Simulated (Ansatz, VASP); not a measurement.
TiAl in VASP and in Ansatz

```xyz
2
Lattice="2.8478 0.0000 0.0000 -1.4239 2.4663 0.0000 0.0000 0.0000 4.6199" Properties=species:S:1:pos:R:3 pbc="T T T"
Ti    0.0000   -0.0846    0.0000
Al    0.0000    1.7942    2.3100
```

Change from the starting cell: mode 4 (182.5 1/cm) frozen in, largest displacement +0.150 Å.

Alike in both runs: task single point; functional PBEsol; k mesh 24 × 24 × 14; occupations gaussian, width 0.15 eV; no spin polarisation.

|  | VASP | Ansatz |
| --- | --- | --- |
| version | VASP 6.6.1 | Ansatz 0.2.0 |
| potentials or method | VASP PAW PBE potentials, release 64 (Ti_sv, Al), cutoff 520 eV | scalar-relativistic, plane waves, PAW |
| valence electrons in the cell | 15 | 15 |

```csv
,VASP,Ansatz,Ansatz less VASP
gap on the k mesh at the Fermi level (eV),none,none,-
pressure (GPa),0.4,0.4,+0.05
"traceless stress, the component that is largest in VASP (GPa)",-4.37,-4.33,+0.040
rms of the force components (eV/Å),0.196,0.196,-0.0001
```

VASP's potentials were made for PBE, not for PBEsol. Atom by atom the forces differ by 0.000 eV/Å (rms over components). A gap of «none» marks a metal or a gap that the smearing closes.
